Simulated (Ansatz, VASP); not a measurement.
TaC2 in VASP and in Ansatz

```
Ta C
1.0
     3.79327    0.00000    0.00000
    -1.89664    3.28507    0.00000
     0.00000    0.00000    3.16843
Ta C
1 2
Direct
  0.00000 0.00000 0.50000
  0.33333 0.66667 0.50000
  0.66667 0.33333 0.50000
```

Alike in both runs: functional PBE; k mesh 6 × 6 × 6; occupations gaussian, width 0.1 eV; no spin polarisation.

Ansatz relaxed the structure, and its values are those at the end. VASP's run is a single point on that final structure, the one shown.

```csv
,VASP,Ansatz
version,VASP 6.6.1,Ansatz 0.2.0
potentials or method,"VASP PAW PBE potentials, release 64 (Ta_sv_GW, C), cutoff 600 eV","scalar-relativistic, plane waves, PAW"
valence electrons in the cell,21,21
```

|  | VASP | Ansatz | Ansatz less VASP |
| --- | --- | --- | --- |
| gap on the k mesh at the Fermi level (eV) | none | none | - |
| pressure (GPa) | -0.2 | -0.1 | +0.06 |

A gap of «none» marks a metal or a gap that the smearing closes.

Neither program's run includes spin-orbit coupling.
